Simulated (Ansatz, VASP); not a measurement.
**Hf3Be: VASP beside Ansatz**

```
Hf Be
1.0
     6.00246    0.00000    0.00000
    -3.00123    5.19828    0.00000
     0.00000    0.00000    4.87444
Hf Be
6 2
Direct
  0.82759 0.65518 0.25000
  0.17241 0.82759 0.75000
  0.34482 0.17241 0.25000
  0.17241 0.34482 0.75000
  0.82759 0.17241 0.25000
  0.65518 0.82759 0.75000
  0.33333 0.66667 0.25000
  0.66667 0.33333 0.75000
```

Alike in both runs: functional PBE; k mesh 6 × 6 × 8; occupations gaussian, width 0.1 eV; no spin polarisation.

Ansatz relaxed the structure, and its values are those at the end. VASP's run is a single point on that final structure, the one shown.

|  | VASP | Ansatz |
| --- | --- | --- |
| version | VASP 6.6.1 | Ansatz 0.2.0 |
| potentials or method | VASP PAW PBE potentials, release 64 (Hf_pv, Be), cutoff 520 eV | scalar-relativistic, plane waves, PAW |
| valence electrons in the cell | 64 | 160 |

|  | VASP | Ansatz | Ansatz less VASP |
| --- | --- | --- | --- |
| gap on the k mesh at the Fermi level (eV) | none | none | - |
| pressure (GPa) | -0.4 | 0.0 | +0.33 |
| rms of the force components (eV/Å) | 0.007 | 0.003 | -0.0040 |

A gap of «none» marks a metal or a gap that the smearing closes. With one functional, cell and mesh, what is left measures potentials, basis and numerics. VASP's potentials hold 64 valence electrons a cell and Ansatz's 160, so a difference there can come from the potentials and not from the codes.

Spin-orbit coupling is off throughout.
